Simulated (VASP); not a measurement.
Input of a VASP 6.6.1 run:

The input INCAR:

```
SYSTEM = GaSb3
PREC = Accurate
ENCUT = 520
EDIFF = 1E-7
ISMEAR = 0
SIGMA = 0.15
LREAL = .False.
LASPH = .True.
NELM = 80
ALGO = Normal
ISIF = 2
LWAVE = .False.
LCHARG = .False.
NBANDS = 22
```

File KPOINTS:

```
Automatic mesh
0
Gamma
  10 10 10
  0 0 0
```

File POSCAR:

```
GaSb3
1.0
    0.0000000000      3.6831465351      3.7829598062
    3.6831465351      0.0000000000      3.7829598062
    3.6831465351      3.6831465351      0.0000000000
Ga Sb
1 3
Direct
    0.0000000000      0.0000000000      0.0000000000
    0.2500000000      0.2500000000      0.2500000000
    0.7500000000      0.7500000000      0.7500000000
    0.5000000000      0.5000000000      0.5000000000
```

Potentials or basis: VASP PAW LDA potentials, release 64 (Ga_d, Sb).

The run is started by

```bash
$ cat potpaw_LDA.64/Ga_d/POTCAR potpaw_LDA.64/Sb/POTCAR > POTCAR
$ mpirun -np 1 vasp_std > vasp.out
```

(1) What does it give for the band gap on the k mesh?

(2) Predict the pressure.

## Answers

(1) zero (band 14 reaches 8.94 eV, above the bottom of band 15 at 5.08 eV).

(2) -4.2 GPa.

Caveat: spin-orbit coupling is left out, which moves the levels of the heavy elements.
